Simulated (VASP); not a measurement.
Runs of VASP 6.6.1 on Sb. The structure is that of space group I4_1/amd (No. 141), or close to it. The cells are those of the table. 

```csv
cell,gap on the mesh (eV),pressure (GPa)
"a = 3.744 Å, angles 97.2, 97.2, 138.6°, 2 atoms",none,129.6
"a = 3.499 Å, angles 97.2, 97.2, 138.4°, 2 atoms",none,(a)
"a = 4.507 Å, angles 97.0, 97.0, 139.2°, 2 atoms",none,3.2
"a = 4.584 Å, angles 97.0, 97.0, 139.2°, 2 atoms",none,-0.1
"a = 3.965 Å, angles 97.1, 97.1, 138.9°, 2 atoms",none,(b)
```

Alike in all rows: task single point; level PBE; potentials or basis VASP PAW PBE potentials, release 64 (Sb); no spin polarisation; k mesh 15 × 15 × 15; cutoff (eV) 520; smearing fermi-dirac 0.08 eV.

**Question.** Estimate the missing entries.

**Answer.** (a) 270.9; (b) 64.8.

Caveats: spin-orbit coupling is left out, which moves the levels of the heavy elements.

A k mesh can miss the band edges, and the runs leave out spin-orbit coupling on Sb.

A gap of «none» marks levels without a gap at the run's occupations.
